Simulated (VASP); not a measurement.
## ZnO: elastic constants with PBEsol

The system is ZnO.

```
Zn O
1.0
     3.13909    0.00000    0.00000
    -1.56954    2.71853    0.00000
     0.00000    0.00000    5.06796
Zn O
2 2
Cartesian
  0.0000 1.8124 2.5346
  1.5695 0.9062 0.0006
  1.5695 0.9062 1.9202
  0.0000 1.8124 4.4542
```

* Program: VASP 6.6.1
* Task: elastic constants
* Functional: PBEsol
* Potentials or basis: VASP PAW PBE potentials, release 64 (Zn, O)
* Cutoff: 600 eV
* k mesh: 8 × 8 × 4
* Occupations: gaussian, width 0.01 eV
* Spin: no spin polarisation
* Dipole correction: no
* Ions in elastic constants: relaxed
* Further INCAR settings: ALGO = Normal; EDIFF = 1e-08; IBRION = 6; POTIM = 0.015; NSW = 1; ISIF = 3

```
Voigt bulk modulus                                      : 197 GPa
Highest phonon frequency at Γ, LO-TO splitting left out : 604 cm⁻¹
```

Phonon frequencies in cm⁻¹ (negative: imaginary):
```tsv
q point	frequencies
(0.000, 0.000, 0.000)	0 0 0 67 67 272 447 466 466 504 504 604
```

Elastic tensor in Voigt notation (GPa, in the Cartesian axes of the cell as first typed):
```
231 185 174   0   0   0
185 231 174   0   0   0
174 174 246   0   0   0
  0   0   0  23   0   0
  0   0   0   0  23   0
  0   0   0   0   0  23
```

Clamped-ion elastic tensor (GPa):
```
366 136  90   0   0   0
136 366  90   0   0   0
 90  90 412   0   0   0
  0   0   0  61   0   0
  0   0   0   0  61   0
  0   0   0   0   0 115
```

Wall time 31 min on 1 thread of AMD EPYC 9755 128-Core Processor, with other jobs on the host, peak memory 0.33 GiB.

Caveat: the cell is under stress, which shifts elastic constants; the PAW data sets were made with another functional, which shifts forces and pressure a little.
